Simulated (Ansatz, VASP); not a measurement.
**One calculation of MgS, two programs**

```
CELL_PARAMETERS angstrom
0.00000 2.60440 2.60440
2.60440 0.00000 2.60440
2.60440 2.60440 0.00000
ATOMIC_POSITIONS crystal
Mg 0.00000 0.00000 0.00000
S 0.50000 0.50000 0.50000
```

Alike in both runs: task single point; functional PBEsol; k mesh 6 × 6 × 6; occupations gaussian, width 0.1 eV; no spin polarisation.

|  | VASP | Ansatz |
| --- | --- | --- |
| version | VASP 6.6.1 | Ansatz 0.2.0 |
| potentials or method | VASP PAW PBE potentials, release 64 (Mg, S), cutoff 600 eV | scalar-relativistic, plane waves, PAW |
| valence electrons in the cell | 8 | 16 |

```csv
,VASP,Ansatz,Ansatz less VASP
gap on the k mesh at the Fermi level (eV),2.70,2.70,0.000
least direct gap on the mesh (eV),3.57,3.57,+0.002
pressure (GPa),-1.3,-1.2,+0.19
```

VASP's potentials were made for PBE, not for PBEsol, and Ansatz warns of the same on its side. VASP's potentials hold 8 valence electrons a cell and Ansatz's 16, so a difference there can come from the potentials and not from the codes.
